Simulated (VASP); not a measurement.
# ScAsS (P4/mmm) in VASP: further runs, part 2 of 2

VASP 6.6.1. The steps go on from the part before.

## Step 5: Single point, PBE

Input file INCAR:

```
SYSTEM = ScAsS
ALGO     = Normal         ! electronic algorithm
EDIFF    = 1E-6           ! SCF threshold, eV
ENCUT    = 520            ! plane-wave cutoff, eV
GGA      = PE             ! functional
ISIF     = 2              ! what is computed and relaxed
ISMEAR   = 0              ! smearing method
LASPH    = .True.         ! aspherical terms in the spheres
LCHARG   = .False.        ! write CHGCAR
LREAL    = .False.        ! projectors in reciprocal space
LWAVE    = .False.        ! write WAVECAR
NBANDS   = 18             ! bands
NELM     = 60             ! most SCF steps
PREC     = Accurate       ! precision mode
SIGMA    = 0.1            ! smearing width, eV
```

Input file KPOINTS:

```
k-points
0
Gamma
  14 14 10
  0 0 0
```

Input file POSCAR:

```
ScAsS
1.0
    3.5508479859      0.0000000000      0.0000000000
    0.0000000000      3.5508479859      0.0000000000
    0.0000000000      0.0000000000      5.1806914739
Sc As S
1 1 1
Direct
    0.0000000000      0.0000000000      0.0000000000
    0.5000000000      0.5000000000      0.5000000000
    0.5000000000      0.5000000000      0.0000000000
```

The run is started by

```
$ cat potpaw_PBE.64/Sc_sv/POTCAR potpaw_PBE.64/As/POTCAR potpaw_PBE.64/S/POTCAR > POTCAR
$ mpirun -np 1 vasp_std > vasp.out
```

Wall time 1.8 min (1 thread of Intel Xeon 6975P-C (Granite Rapids), shared host); peak memory 0.39 GiB.

It converged, with:

```yaml
Free_energy: -16.8747 eV
Pressure: 0.1 GPa
Band_gap_on_the_k_mesh: zero (bands 11 and 12 overlap by 2.71 eV)
```

Stress tensor (GPa, compression positive):
```
 0.23  0.00  0.00
 0.00  0.23  0.00
 0.00  0.00 -0.06
```

Levels at points of the mesh, in eV from the Fermi level:
```csv
k point,band 7,band 8,band 9,band 10,band 11,band 12,band 13,band 14,band 15,band 16
"(0.00, 0.00, 0.00)",-6.93,-3.50,-3.50,-1.53,0.55,1.01,1.13,1.13,1.37,1.37
"(0.50, 0.00, 0.00)",-7.10,-6.68,-4.95,-3.04,1.54,1.74,1.79,1.89,1.98,2.55
"(0.50, 0.50, 0.00)",-5.92,-5.65,-5.65,-1.47,-1.47,-0.44,-0.44,0.44,2.23,2.41
"(0.00, 0.00, 0.50)",-3.32,-3.32,-2.84,-1.89,-1.48,-0.14,-0.14,0.55,2.36,2.36
"(0.50, 0.00, 0.50)",-6.81,-4.87,-3.76,-2.86,-0.45,0.94,1.23,1.47,1.80,2.01
"(0.50, 0.50, 0.50)",-5.30,-5.30,-3.16,-3.16,-2.03,-0.11,1.31,1.44,1.44,2.41
```

## Step 6: Relaxation of cell and atoms, PBE

Input file INCAR:

```
SYSTEM = ScAsS
ALGO = Normal ; EDIFF = 1E-6
EDIFFG = -0.01 ; ENCUT = 600
GGA = PE ; IBRION = 2
ISIF = 3 ; ISMEAR = 0
LASPH = .TRUE. ; LCHARG = .FALSE.
LREAL = .FALSE. ; LWAVE = .FALSE.
NELM = 80 ; NSW = 100
PREC = Accurate ; SIGMA = 0.1
```

Input file KPOINTS:

```
k-points
0
G
  14 14 10
  0 0 0
```

Input file POSCAR:

```
ScAsS
1.0
    3.5475853529      0.0000000000      0.0000000000
    0.0000000000      3.5475853529      0.0000000000
    0.0000000000      0.0000000000      5.1811630059
Sc As S
1 1 1
Direct
    0.0000000000      0.0000000000      0.0000000000
    0.5000000000      0.5000000000      0.5000000000
    0.5000000000      0.5000000000      0.0000000000
```

Potentials or basis: VASP PAW PBE potentials, release 64 (Sc_sv, As, S).

The run is started by

```
$ cat potpaw_PBE.64/Sc_sv/POTCAR potpaw_PBE.64/As/POTCAR potpaw_PBE.64/S/POTCAR > POTCAR
$ mpirun -np 1 vasp_std > vasp.out
```

OUTCAR:

```text
SYSTEM = ScAsS
   EDIFF = 1E-6
   EDIFFG = -0.01
   ENCUT = 600
   GGA = PE
   IBRION = 2
   ISIF = 3
   ISMEAR = 0
   LASPH = .TRUE.
   LREAL = .FALSE.
   NELM = 80
   NSW = 100
   PREC = Accurate

 ion  position               nearest neighbor table
   1  0.000  0.000  0.000-   3 2.51   3 2.51   3 2.51   3 2.51
   2  0.500  0.500  0.500-   3 2.59   3 2.59
   3  0.500  0.500  0.000-   1 2.51   1 2.51   1 2.51   1 2.51   2 2.59   2 2.59

  LATTYP: Found a simple tetragonal cell.
 ALAT       =     3.5475853529
 C/A-ratio  =     1.4604759267

  Lattice vectors:

 A1 = (   3.5475853529,   0.0000000000,   0.0000000000)
 A2 = (   0.0000000000,   3.5475853529,   0.0000000000)
 A3 = (   0.0000000000,   0.0000000000,   5.1811630059)

Analysis of symmetry for initial positions (statically):
=====================================================================
 Subroutine PRICEL returns:
 Original cell was already a primitive cell.

 Routine SETGRP: Setting up the symmetry group for a
 simple tetragonal supercell.

 Subroutine GETGRP returns: Found 16 space group operations
 (whereof 16 operations were pure point group operations)
 out of a pool of 16 trial point group operations.

The static configuration has the point symmetry D_4h.

[... 273 lines left out ...]

 number of electron      22.0000002 magnetization

 Free energy of the ion-electron system (eV)
  ---------------------------------------------------
  ext. energy  EPLUGINS =         0.00000000
  ---------------------------------------------------
  free energy    TOTEN  =       -16.87521624 eV

  energy without entropy =      -16.86506278  energy(sigma->0) =      -16.87013951

 E-fermi :   5.2622     XC(G=0):  -9.8156

 val. band max:        5.2599318658   @ k =   0.3571   0.2857   0.0000
 cond. band min:       5.2627319338   @ k =   0.1429   0.0000   0.5000
 fundamental gap:      0.0028000680
 Fermi energy:         5.2621946376

 k-point     1 :       0.0000    0.0000    0.0000
  band No.  band energies     occupation
      1     -45.2349      2.00000
      2     -23.9424      2.00000
      3     -23.8262      2.00000
      4     -23.8262      2.00000
      5     -10.1156      2.00000
      6      -5.0319      2.00000
      7      -1.6620      2.00000
      8       1.7533      2.00000
      9       1.7533      2.00000
     10       3.7426      2.00000
     11       5.8074      0.00000
     12       6.2661      0.00000
     13       6.3854      0.00000
     14       6.3854      0.00000
[... 401 lines left out ...]
      2     -23.9301      2.00000
      3     -23.9284      2.00000
      4     -23.8603      2.00000
      5      -9.3996      2.00000
      6      -4.1947      2.00000
      7      -1.2407      2.00000
      8      -1.0310      2.00000
      9       0.1500      2.00000
     10       3.1367      2.00000
     11       5.0877      1.98643
     12       5.5235      0.00022
     13       6.5669      0.00000
     14       6.8232      0.00000
     15       7.3473      0.00000

 [... further k-points ...]

------------------------ aborting loop because EDIFF is reached ----------------------------------------

  FORCE on cell =-STRESS in cart. coord.  units (eV):
  Direction    XX          YY          ZZ          XY          YZ          ZX
  --------------------------------------------------------------------------------------
  -------------------------------------------------------------------------------------
  Total        0.0037230      0.0037230     -0.0134878      0.0000000      0.0000000      0.0000000
  in kB        0.0911335      0.0911335     -0.3301585      0.0000000      0.0000000      0.0000000
  external PRESSURE =      -0.0492972 kB  Pullay stress =       0.0000000 kB
[... 18 lines left out ...]
  FREE ENERGIE OF THE ION-ELECTRON SYSTEM (eV)
  ---------------------------------------------------
  free  energy   TOTEN  =       -16.8752162408 eV

  energy  without entropy=      -16.8650627814  energy(sigma->0) =      -16.87013951

 reached required accuracy - stopping structural energy minimisation
```

CONTCAR:

```text
ScAsS
   1.00000000000000
     3.5551217829494779    0.0000000000000000    0.0000000000000000
     0.0000000000000000    3.5551217829494779   -0.0000000000000000
     0.0000000000000000   -0.0000000000000000    5.1787130819117246
  Sc              As              S
     1     1     1
Direct
     0.0000000000000000    1.0000000000000000    1.0000000000000000
     0.5000000000000000    0.5000000000000000    0.5000000000000000
     0.5000000000000000    0.5000000000000000    0.0000000000000000

  0.00000000E+00  0.00000000E+00  0.00000000E+00
  0.00000000E+00  0.00000000E+00  0.00000000E+00
  0.00000000E+00  0.00000000E+00  0.00000000E+00
```

It took 3.8 min on 1 thread of Intel Xeon 6975P-C (Granite Rapids), shared host; peak memory 0.43 GiB.

Results:

* Free energy: -16.8752 eV
* Relaxed volume: 21.82 Å³/atom
* Relaxed cell: a = 3.555 Å, b = 3.555 Å, c = 5.179 Å, α = 90.00°, β = 90.00°, γ = 90.00°
* Space group after relaxing (to 0.1 Å): P4/mmm (No. 123)
* Energy gained by relaxing: 0.1 meV/atom
* Ionic steps: 4
* Pressure after relaxing: 0.0 GPa
* Band gap on the k mesh: zero (bands 11 and 12 overlap by 2.69 eV)

The path:
| step | energy change (eV) | largest force (eV/Å) | pressure (GPa) | volume (Å³) |
| --- | --- | --- | --- | --- |
| 1 | 0.0000 | 0.0000 | 0.32 | 65.21 |
| 2 | -0.0003 | 0.0000 | -0.18 | 65.62 |
| 3 | -0.0004 | 0.0000 | -0.03 | 65.48 |
| 4 | -0.0004 | 0.0000 | 0.00 | 65.45 |

Final structure:
```yaml
crystal:
  lattice:
    - [3.55512, 0.00000, 0.00000]
    - [0.00000, 3.55512, 0.00000]
    - [0.00000, 0.00000, 5.17871]
  atoms:
    - { symbol: Sc, position: [0.00000, 0.00000, 0.00000] }
    - { symbol: As, position: [0.50000, 0.50000, 0.50000] }
    - { symbol: S, position: [0.50000, 0.50000, 0.00000] }
```

Levels at points of the mesh, in eV from the Fermi level:
| k point | band 7 | band 8 | band 9 | band 10 | band 11 | band 12 | band 13 | band 14 | band 15 |
| --- | --- | --- | --- | --- | --- | --- | --- | --- | --- |
| (0.00, 0.00, 0.00) | -6.92 | -3.51 | -3.51 | -1.52 | 0.55 | 1.00 | 1.12 | 1.12 | 1.36 |
| (0.50, 0.00, 0.00) | -7.09 | -6.68 | -4.94 | -3.02 | 1.53 | 1.73 | 1.78 | 1.88 | 1.99 |
| (0.50, 0.50, 0.00) | -5.92 | -5.65 | -5.65 | -1.46 | -1.46 | -0.44 | -0.44 | 0.44 | 2.22 |
| (0.00, 0.00, 0.50) | -3.33 | -3.33 | -2.83 | -1.87 | -1.47 | -0.15 | -0.15 | 0.55 | 2.35 |
| (0.50, 0.00, 0.50) | -6.80 | -4.86 | -3.76 | -2.84 | -0.44 | 0.94 | 1.21 | 1.46 | 1.78 |
| (0.50, 0.50, 0.50) | -5.30 | -5.30 | -3.16 | -3.16 | -2.02 | -0.11 | 1.31 | 1.44 | 1.44 |

## Step 7: The runs side by side

| task | cell | k mesh | cutoff (eV) | gap on the mesh (eV) | pressure (GPa) | relaxed volume (Å³/atom) |
| --- | --- | --- | --- | --- | --- | --- |
| single point | a = 3.548, b = 3.548, c = 5.181 Å, 3 atoms | 6 × 6 × 4 | 520 | none | 0.2 | - |
| relaxation of cell and atoms | relaxed from a = 3.821, b = 3.821, c = 4.030 Å, 3 atoms | 4 × 4 × 4 | 600 | none | 0.1 | 21.84 |
| relaxation of cell and atoms | relaxed from a = 3.536, b = 3.536, c = 5.239 Å, 3 atoms | 6 × 6 × 4 | 600 | none | -0.2 | 21.86 |
| single point | a = 3.551, b = 3.551, c = 5.181 Å, 3 atoms | 14 × 14 × 10 | 520 | none | 0.1 | - |
| relaxation of cell and atoms | relaxed from a = 3.548, b = 3.548, c = 5.181 Å, 3 atoms | 14 × 14 × 10 | 600 | none | 0.0 | 21.82 |

Alike in all rows: level PBE; potentials or basis VASP PAW PBE potentials, release 64 (Sc_sv, As, S); no spin polarisation; smearing gaussian 0.1 eV.

Caveats: some runs use coarse meshes; a cell axis changed by over 15 % at a fixed basis, so the end point is rough (at least some runs).

Absolute energies hang on the potentials; compare differences alone.
